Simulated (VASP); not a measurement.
Runs of VASP 6.6.1 on CdH2O2. The structure is that of space group P-3m1 (No. 164), or close to it. The cells are those of the table. 

```csv
cell,gap on the mesh (eV),pressure (GPa),largest force (eV/Å)
"a = 3.601, b = 3.601, c = 4.756 Å, angles 90.0, 90.0, 120.0°, 5 atoms",2.04,-7.3,1.04
"a = 3.629, b = 3.629, c = 4.793 Å, angles 90.0, 90.0, 120.0°, 5 atoms",(d),-9.2,1.35
"a = 3.545, b = 3.545, c = 4.681 Å, angles 90.0, 90.0, 120.0°, 5 atoms",2.18,-2.7,0.37
"a = 3.425, b = 3.425, c = 4.524 Å, angles 90.0, 90.0, 120.0°, 5 atoms",2.47,11.4,1.32
"a = 3.486, b = 3.486, c = 4.604 Å, angles 90.0, 90.0, 120.0°, 5 atoms",2.32,3.4,0.41
"a = 3.456, b = 3.456, c = 4.564 Å, angles 90.0, 90.0, 120.0°, 5 atoms",(a),7.2,0.85
"a = 3.573, b = 3.573, c = 4.719 Å, angles 90.0, 90.0, 120.0°, 5 atoms",2.11,-5.1,0.72
"a = 3.394, b = 3.394, c = 4.483 Å, angles 90.0, 90.0, 120.0°, 5 atoms",(b),(c),1.83
```

Alike in all rows: task single point; level r2SCAN; potentials or basis VASP PAW PBE potentials, release 64 (Cd, H, O); no spin polarisation; k mesh 6 × 6 × 4; cutoff (eV) 520; smearing gaussian 0.01 eV.

**Question.** Estimate the missing entries.

**Answer.** (a) 2.39; (b) 2.54; (c) 16.3; (d) 1.97.

Caveats: the PAW data sets were made with another functional, which shifts forces and pressure a little; the cell stands under tension (at least some runs); the cell stands under pressure (at least some runs); the stress differs along the axes, from -13 to -7 GPa (at least some runs); the stress differs along the axes, from 10 to 15 GPa (at least some runs); the stress differs along the axes, from 14 to 21 GPa (at least some runs).

A k mesh can miss the band edges, and the runs leave out spin-orbit coupling on Cd.
